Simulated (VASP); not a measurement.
# HfSiO4 (I4_1/amd) in VASP: a series of runs

HfSiO4 is run at these levels: PBEsol; tasks: single point, relaxation of cell and atoms.

Program: VASP 6.6.1. These are calculated values, not measurements. Logs are shortened: lines on timing, memory, paths and dates and some standing lists are left out, and cuts for length are marked.

### 1 The cell of the first run

It takes space group I4_1/amd (No. 141, tetragonal). The conventional cell has a = 6.583 Å, b = 6.583 Å, c = 5.966 Å, α = 90.00°, β = 90.00°, γ = 90.00°. Hf (site symmetry -4m2) has 8 O at 2.11 to 2.25 Å within 2.8 Å. Within 2.2 Å of Si (site symmetry -4m2) lie 4 O at 1.63 Å. O (site symmetry m) has 1 Si at 1.63 Å and 2 Hf at 2.11 to 2.25 Å within 2.3 Å.

### 2 Single point, PBEsol

INCAR reads:

```
SYSTEM = HfSiO4
PREC     = Accurate       ! precision mode
ENCUT    = 520            ! plane-wave cutoff, eV
EDIFF    = 1E-6           ! SCF threshold, eV
ISMEAR   = 0              ! smearing method
SIGMA    = 0.01           ! smearing width, eV
LREAL    = .False.        ! projectors in reciprocal space
LASPH    = .True.         ! aspherical terms in the spheres
NELM     = 100            ! most SCF steps
ALGO     = Normal         ! electronic algorithm
ISIF     = 2              ! what is computed and relaxed
LWAVE    = .False.        ! write WAVECAR
LCHARG   = .True.         ! write CHGCAR
GGA      = PS             ! functional
LELF     = .True.         ! ELF
LVHAR    = .True.       
NBANDS   = 50             ! bands
```

KPOINTS reads:

```
regular mesh
0
Gamma
  4 4 4
  0 0 0
```

POSCAR reads:

```
HfSiO4
1.0
   -3.2912550408      3.2912550408      2.9827911637
    3.2912550408     -3.2912550408      2.9827911637
    3.2912550408      3.2912550408     -2.9827911637
Hf Si O
2 2 8
Direct
    0.7500000000      0.2500000000      0.5000000000
    0.0000000000      0.0000000000      0.0000000000
    0.2500000000      0.7500000000      0.5000000000
    0.5000000000      0.5000000000      0.0000000000
    0.1333291894      0.3181134761      0.8152157133
    0.0681134761      0.7528977629      0.6847842867
    0.5028977629      0.3181134761      0.1847842867
    0.0681134761      0.3833291894      0.3152157133
    0.6166708106      0.9318865239      0.6847842867
    0.6818865239      0.8666708106      0.1847842867
    0.2471022371      0.9318865239      0.3152157133
    0.6818865239      0.4971022371      0.8152157133
```

Potentials or basis: VASP PAW PBE potentials, release 64 (Hf_pv, Si, O).

Run with:

```console
> cat potpaw_PBE.64/Hf_pv/POTCAR potpaw_PBE.64/Si/POTCAR potpaw_PBE.64/O/POTCAR > POTCAR
> mpirun -np 1 vasp_std > vasp.out
```

OUTCAR:

```text
SYSTEM = HfSiO4
   PREC = Accurate
   ENCUT = 520
   EDIFF = 1E-6
   ISMEAR = 0
   LREAL = .False.
   LASPH = .True.
   NELM = 100
   ISIF = 2
   GGA = PS

 ion  position               nearest neighbor table
   1  0.750  0.250  0.500-   7 2.11  12 2.11  10 2.11   5 2.11   8 2.25   9 2.25   6 2.25  11 2.25
                             3 2.98   3 2.98   2 3.61   2 3.61   2 3.61   2 3.61
   2  0.000  0.000  0.000-   6 2.11  11 2.11   9 2.11   8 2.11  10 2.25   5 2.25   7 2.25  12 2.25
                             4 2.98   4 2.98   1 3.61   1 3.61   1 3.61   1 3.61
   3  0.250  0.750  0.500-   8 1.63   9 1.63   6 1.63  11 1.63   1 2.98   1 2.98
   4  0.500  0.500  0.000-   5 1.63  10 1.63   7 1.63  12 1.63   2 2.98   2 2.98
   5  0.133  0.318  0.815-   4 1.63   1 2.11   2 2.25
   6  0.068  0.753  0.685-   3 1.63   2 2.11   1 2.25
   7  0.503  0.318  0.185-   4 1.63   1 2.11   2 2.25
   8  0.068  0.383  0.315-   3 1.63   2 2.11   1 2.25
   9  0.617  0.932  0.685-   3 1.63   2 2.11   1 2.25
  10  0.682  0.867  0.185-   4 1.63   1 2.11   2 2.25
  11  0.247  0.932  0.315-   3 1.63   2 2.11   1 2.25
  12  0.682  0.497  0.815-   4 1.63   1 2.11   2 2.25

  LATTYP: Found a body centered tetragonal cell.
 ALAT       =     6.5825100816
 C/A-ratio  =     0.9062777350

  Lattice vectors:

 A1 = (  -3.2912550408,   3.2912550408,   2.9827911637)
 A2 = (   3.2912550408,  -3.2912550408,   2.9827911637)
 A3 = (   3.2912550408,   3.2912550408,  -2.9827911637)

Analysis of symmetry for initial positions (statically):
=====================================================================
 Subroutine PRICEL returns:
 Original cell was already a primitive cell.

 Routine SETGRP: Setting up the symmetry group for a
 body centered tetragonal supercell.

 Subroutine GETGRP returns: Found 16 space group operations
 (whereof  8 operations were pure point group operations)
 out of a pool of 16 trial point group operations.

The static configuration has the point symmetry D_2d.
 The point group associated with its full space group is D_4h.

Analysis of symmetry for dynamics (positions and initial velocities):
=====================================================================
 Subroutine PRICEL returns:
 Original cell was already a primitive cell.

 Routine SETGRP: Setting up the symmetry group for a
 body centered tetragonal supercell.

 Subroutine GETGRP returns: Found 16 space group operations
 (whereof  8 operations were pure point group operations)
 out of a pool of 16 trial point group operations.

The dynamic configuration has the point symmetry D_2d.
 The point group associated with its full space group is D_4h.

 Subroutine INISYM returns: Found 16 space group operations
 (whereof  8 operations are pure point group operations),
 and found     1 'primitive' translations

----------------------------------------------------------------------------------------

                                     Primitive cell

  volume of cell :     129.2427

  direct lattice vectors                    reciprocal lattice vectors
    -3.291255041  3.291255041  2.982791164     0.000000000  0.151917732  0.167628229
     3.291255041 -3.291255041  2.982791164     0.151917732  0.000000000  0.167628229
     3.291255041  3.291255041 -2.982791164     0.151917732  0.151917732  0.000000000

  length of vectors
     5.528269405  5.528269405  5.528269405     0.226226038  0.226226038  0.214844116

  position of ions in fractional coordinates (direct lattice)
     0.750000000  0.250000000  0.500000000
     0.000000000  0.000000000  0.000000000
     0.250000000  0.750000000  0.500000000
     0.500000000  0.500000000  0.000000000
     0.133329189  0.318113476  0.815215713
     0.068113476  0.752897763  0.684784287
     0.502897763  0.318113476  0.184784287
     0.068113476  0.383329189  0.315215713
     0.616670811  0.931886524  0.684784287
     0.681886524  0.866670811  0.184784287
     0.247102237  0.931886524  0.315215713
     0.681886524  0.497102237  0.815215713

  ion indices of the primitive-cell ions
   primitive index   ion index
                 1           1
                 2           2
                 3           3
                 4           4
                 5           5
                 6           6
                 7           7
                 8           8
                 9           9
                10          10
                11          11
                12          12

----------------------------------------------------------------------------------------

 KPOINTS: regular mesh

Automatic generation of k-mesh.
 Grid dimensions read from file:
 generate k-points for:    4    4    4

 Generating k-lattice:

  Cartesian coordinates                     Fractional coordinates (reciprocal lattice)
     0.000000000  0.037979433  0.041907057     0.250000000  0.000000000 -0.000000000
     0.037979433  0.000000000  0.041907057     0.000000000  0.250000000 -0.000000000
     0.037979433  0.037979433  0.000000000     0.000000000  0.000000000  0.250000000

  Length of vectors
     0.056556510  0.056556510  0.053711029

  Shift w.r.t. Gamma in fractional coordinates (k-lattice)
     0.000000000  0.000000000  0.000000000

 Subroutine IBZKPT returns following result:
 ===========================================

 Found     13 irreducible k-points:

 Following reciprocal coordinates:
            Coordinates               Weight
  0.000000  0.000000  0.000000      1.000000
  0.250000  0.000000  0.000000      8.000000
  0.500000  0.000000  0.000000      4.000000
  0.250000  0.250000  0.000000      8.000000
  0.500000  0.250000  0.000000     16.000000
 -0.250000  0.250000  0.000000      4.000000
  0.500000  0.500000  0.000000      2.000000
  0.250000  0.250000  0.250000      2.000000
 -0.250000  0.250000  0.250000      4.000000
  0.500000  0.500000  0.250000      4.000000
 -0.250000  0.500000  0.250000      8.000000
 -0.250000 -0.250000  0.250000      2.000000
  0.500000  0.500000  0.500000      1.000000
   k-points           NKPTS =     13   k-points in BZ     NKDIM =     13   number of bands    NBANDS=     50
   number of dos      NEDOS =    301   number of ions     NIONS =     12
   total plane-waves  NPLWV =  74088
   dimension x,y,z NGX =    42 NGY =   42 NGZ =   42
   dimension x,y,z NGXF=    84 NGYF=   84 NGZF=   84
   ions per type =               2   2   8
   NGX,Y,Z   is equivalent  to a cutoff of  12.63, 12.63, 12.63 a.u.
   NGXF,Y,Z  is equivalent  to a cutoff of  25.26, 25.26, 25.26 a.u.
 SYSTEM =  HfSiO4
   PREC   = accura    normal or accurate (medium, high low for compatibility)
   ISTART =      0    job   : 0-new  1-cont  2-samecut
   ICHARG =      2    charge: 1-file 2-atom 10-const
   ISPIN  =      1    spin polarized calculation?
   LNONCOLLINEAR =      F non collinear calculations
   LSORBIT =      F    spin-orbit coupling
   LASPH  =      T    aspherical Exc in radial PAW
   ENCUT  =  520.0 eV  38.22 Ry    6.18 a.u.  10.28 10.28 10.28*2*pi/ulx,y,z
   NELM   =    100;   NELMIN=  2; NELMDL= -5     # of ELM steps
   EDIFF  = 0.1E-05   stopping-criterion for ELM
   LREAL  =      F    real-space projection
   EDIFFG = 0.1E-04   stopping-criterion for IOM
   NSW    =      0    number of steps for IOM
   IBRION =     -1    ionic relax: 0-MD 1-quasi-New 2-CG
   NFREE  =      0    steps in history (QN), initial steepest desc. (CG)
   ISIF   =      2    stress and relaxation
   ISYM   =      2    0-nonsym 1-usesym 2-fastsym
   POTIM  = 0.5000    time-step for ionic-motion
   TEBEG  =    0.0;   TEEND  =   0.0 temperature during run
   PSTRESS=    0.0 pullay stress
   NELECT =      76.0000    total number of electrons
   NUPDOWN=      -1.0000    fix difference up-down
   EMIN   =  10.00;   EMAX   =-10.00  energy-range for DOS
   EFERMI =   0.00;   METHOD = LEGACY
   ISMEAR =     0;   SIGMA  =   0.01  broadening in eV -4-tet -1-fermi 0-gaus
   EFERMI_NEDOS =   21; number of points for ismear=-14 and -15
   IALGO  =     38    algorithm
   IMIX   =      4    mixing-type and parameters
     AMIX     =   0.40;   BMIX     =  1.00
     AMIX_MAG =   1.60;   BMIX_MAG =  1.00
  volume/ion in A,a.u.               =      10.77        72.68
  Fermi-wavevector in a.u.,A,eV,Ry     =   1.371547  2.591848 25.594483  1.881141
  Thomas-Fermi vector in A             =   2.497234
   LORBIT       =      0    0 simple, 1 ext, 2 COOP (PROOUT), +10 PAW based schemes
   GGA     = PS    functional components
   LHFCALC =     F    Hartree Fock is set to
   AEXX    =    0.0000 exact exchange contribution
   IVDW    =     0    specifies the selected vdW correction
   LEPSILON=     F    determine dielectric tensor
   LRPA    =     F    only Hartree local field effects (RPA)
 non-spin polarized calculation
 Gauss-broadening in eV      SIGMA  =   0.01
  energy-cutoff  :      520.00
  volume of cell :      129.24
 maximum number of plane-waves:      3499
 NGX is ok and might be reduce to    42
   NGX = 21   NGY = 21   NGZ = 21

 number of electron      76.0000005 magnetization

 Free energy of the ion-electron system (eV)
  ---------------------------------------------------
  ext. energy  EPLUGINS =         0.00000000
  ---------------------------------------------------
  free energy    TOTEN  =      -113.44869774 eV

  energy without entropy =     -113.44869774  energy(sigma->0) =     -113.44869774

 E-fermi :   3.2751     XC(G=0): -11.3432

 val. band max:        3.1502312447   @ k =   0.0000   0.0000   0.0000
 cond. band min:       8.4911112786   @ k =   0.5000   0.5000   0.0000
 fundamental gap:      5.3408800339
 Fermi energy:         3.2750536057

 k-point     1 :       0.0000    0.0000    0.0000
  band No.  band energies     occupation
      1     -26.0779      2.00000
      2     -26.0779      2.00000
      3     -26.0022      2.00000
      4     -25.9914      2.00000
      5     -25.8946      2.00000
      6     -25.8946      2.00000
[... 42 lines left out ...]
     49      12.3286      0.00000
     50      12.8244      0.00000

 k-point     2 :       0.2500    0.0000    0.0000
  band No.  band energies     occupation
      1     -26.0812      2.00000
      2     -26.0744      2.00000
      3     -26.0124      2.00000
      4     -25.9805      2.00000
      5     -25.9042      2.00000
      6     -25.8917      2.00000
[... 42 lines left out ...]
     49      12.0796      0.00000
     50      12.8133      0.00000

 k-point     3 :       0.5000    0.0000    0.0000
  band No.  band energies     occupation
      1     -26.0844      2.00000
      2     -26.0585      2.00000
      3     -26.0461      2.00000
      4     -25.9405      2.00000
      5     -25.9318      2.00000
      6     -25.8889      2.00000
[... 519 lines left out ...]
     49      11.8945      0.00000
     50      12.5727      0.00000

 k-point    13 :       0.5000    0.5000    0.5000
  band No.  band energies     occupation
      1     -26.0919      2.00000
      2     -26.0919      2.00000
      3     -25.9981      2.00000
      4     -25.9981      2.00000
      5     -25.8826      2.00000
      6     -25.8826      2.00000
[... 42 lines left out ...]
     49      12.5842      0.00000
     50      12.5842      0.00000

------------------------ aborting loop because EDIFF is reached ----------------------------------------

  FORCE on cell =-STRESS in cart. coord.  units (eV):
  Direction    XX          YY          ZZ          XY          YZ          ZX
  --------------------------------------------------------------------------------------
  -------------------------------------------------------------------------------------
  Total       -1.2202333     -1.2202333     -0.7849951      0.0000000      0.0000000     -0.0000000
  in kB      -15.1268160    -15.1268160     -9.7313173      0.0000000      0.0000000     -0.0000000
  external PRESSURE =     -13.3283165 kB  Pullay stress =       0.0000000 kB

 VOLUME and BASIS-vectors are now :
 -----------------------------------------------------------------------------
  energy-cutoff  :      520.00
  volume of cell :      129.24
      direct lattice vectors                 reciprocal lattice vectors
    -3.291255041  3.291255041  2.982791164     0.000000000  0.151917732  0.167628229
     3.291255041 -3.291255041  2.982791164     0.151917732  0.000000000  0.167628229
     3.291255041  3.291255041 -2.982791164     0.151917732  0.151917732  0.000000000

 POSITION                                       TOTAL-FORCE (eV/Angst)
 -----------------------------------------------------------------------------------
     -0.00000      3.29126      1.49140        -0.000000      0.000000     -0.000000
      0.00000      0.00000      0.00000        -0.000000      0.000000     -0.000000
      3.29126     -0.00000      1.49140        -0.000000      0.000000     -0.000000
      0.00000      0.00000      2.98279        -0.000000      0.000000     -0.000000
      3.29126      2.07491     -1.08506        -0.000000     -0.162027     -0.161877
      4.50760     -0.00000      0.40634         0.162027     -0.000000     -0.161877
     -0.00000      1.21634      1.89773        -0.000000      0.162027     -0.161877
      2.07491      0.00000      0.40634        -0.162027     -0.000000     -0.161877
      3.29126      1.21634      2.57645        -0.000000      0.162027      0.161877
      1.21634      0.00000      4.06785         0.162027      0.000000      0.161877
      3.29126     -1.21634      2.57645        -0.000000     -0.162027      0.161877
      2.07491      3.29126      1.08506        -0.162027      0.000000      0.161877
 -----------------------------------------------------------------------------------
    total drift:                               -0.000000      0.000000      0.000000

  FREE ENERGIE OF THE ION-ELECTRON SYSTEM (eV)
  ---------------------------------------------------
  free  energy   TOTEN  =      -113.4486977384 eV

  energy  without entropy=     -113.4486977384  energy(sigma->0) =     -113.44869774
```

It took 1.9 min on 1 thread of Intel Xeon Platinum 8259CL at 2.50GHz (Skylake/Cascade Lake), shared host; peak memory 0.29 GiB.

Results:

| Property | Result |
| --- | --- |
| Free energy | -113.4487 eV |
| Pressure | -1.3 GPa |
| Largest force | 0.229 eV/Å |
| Band gap on the k mesh | 5.34 eV (least direct gap 5.73 eV) |

Forces on the atoms (eV/Å):
```
Hf   0.000  0.000  0.000
Hf   0.000  0.000  0.000
Si   0.000  0.000  0.000
Si   0.000  0.000  0.000
O    0.000 -0.162 -0.162
O    0.162  0.000 -0.162
O    0.000  0.162 -0.162
O   -0.162  0.000 -0.162
O    0.000  0.162  0.162
O    0.162  0.000  0.162
O    0.000 -0.162  0.162
O   -0.162  0.000  0.162
```

Levels at points of the mesh, in eV from the valence-band top:
```csv
k point,band 36,band 37,band 38,band 39,band 40,band 41
"(0.00, 0.00, 0.00)",-0.58,-0.55,0.00,5.73,6.00,6.06
"(0.50, 0.00, 0.00)",-0.83,-0.26,-0.20,5.62,5.77,6.55
"(0.50, 0.50, 0.00)",-0.93,-0.61,-0.61,5.34,5.34,6.48
"(0.50, 0.50, 0.50)",-1.11,-0.88,-0.88,6.23,6.23,6.52
```

Caveat: the PAW data sets were made with another functional, which shifts forces and pressure a little; spin-orbit coupling is left out, which moves the levels of the heavy elements.

[end of part 1 of 2]
